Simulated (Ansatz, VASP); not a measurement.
## Two plane-wave programs on BeZn3Te4

```
CELL_PARAMETERS angstrom
4.26973 0.00000 0.00000
0.00000 4.26973 0.00000
0.00000 0.00000 12.16196
ATOMIC_POSITIONS crystal
Be 0.50000 0.50000 0.50000
Zn 0.00000 0.00000 0.74016
Zn 0.00000 0.00000 0.25984
Zn 0.50000 0.50000 0.00000
Te 0.50000 0.00000 0.60914
Te 0.00000 0.50000 0.39086
Te 0.50000 0.00000 0.12999
Te 0.00000 0.50000 0.87001
```

Alike in both runs: functional PBE; k mesh 6 × 6 × 4; occupations gaussian, width 0.02 eV; no spin polarisation.

Ansatz relaxed the structure, and its values are those at the end. VASP's run is a single point on that final structure, the one shown.

```csv
,VASP,Ansatz
version,VASP 6.6.1,Ansatz 0.2.0
potentials or method,"VASP PAW PBE potentials, release 64 (Be, Zn, Te), cutoff 520 eV","scalar-relativistic, plane waves, PAW"
valence electrons in the cell,62,102
```

VASP gave:

```
gap on the k mesh at the Fermi level (eV) : 1.51
least direct gap on the mesh (eV)         : 1.51
pressure (GPa)                            : 0.1
```

Task: Which values does Ansatz return?

Result: gap on the k mesh at the Fermi level (eV): 1.51; least direct gap on the mesh (eV): 1.51; pressure (GPa): 0.0.

With one functional, cell and mesh, what is left measures potentials, basis and numerics. VASP's potentials hold 62 valence electrons a cell and Ansatz's 102, so a difference there can come from the potentials and not from the codes.

Spin-orbit coupling is off throughout.
